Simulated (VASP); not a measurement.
Crystal: Pd.

```xyz
3
Lattice="4.6209 0.0000 0.0000 -2.3104 4.0018 0.0000 0.0000 0.0000 2.8328" Properties=species:S:1:pos:R:3 pbc="T T T"
Pd    0.0000    0.0000    0.0000
Pd    0.0000    2.6679    1.4164
Pd    2.3104    1.3339    1.4164
```

```yaml
Program: VASP 6.6.1
Task: relaxation of cell and atoms
Functional: PBEsol
Potentials_or_basis: VASP PAW PBE potentials, release 64 (Pd)
Cutoff: 600 eV
k_mesh: 6 × 6 × 6
Occupations: gaussian, width 0.1 eV
Spin: no spin polarisation
```

At the start: pressure -20.1 GPa; volume 17.46 Å³/atom.

Where does the relaxation end?

Over 7 steps the energy falls by 199.5 meV/atom and the volume is 14.81 Å³/atom (-15.2 %); space group P6/mmm (No. 191, to 0.05 Å).

The path:
| step | energy change (eV) | largest force (eV/Å) | pressure (GPa) | volume (Å³) |
| --- | --- | --- | --- | --- |
| 1 | 0.0000 | 0.0000 | -20.13 | 52.38 |
| 2 | 0.3926 | 0.0000 | 53.90 | 37.44 |
| 3 | -0.5928 | 0.0000 | -1.03 | 44.78 |
| 4 | -0.5937 | 0.0000 | -0.23 | 44.59 |
| 5 | -0.5937 | 0.0000 | 0.42 | 44.44 |
| 6 | -0.5984 | 0.0000 | 0.45 | 44.42 |
| 7 | -0.5986 | 0.0000 | 0.43 | 44.43 |

Final structure:
```
Pd
1.0
     4.40486    0.00000    0.00000
    -2.20243    3.81472    0.00000
     0.00000    0.00000    2.64394
Pd
3
Direct
  0.00000 0.00000 0.00000
  0.33333 0.66667 0.50000
  0.66667 0.33333 0.50000
```

Caveat: the k points lie up to 0.40 Å⁻¹ apart in the final cell; the volume moved by over 15 % at a fixed basis, so the end points are rough; the PAW data sets were made with another functional, which shifts forces and pressure a little.
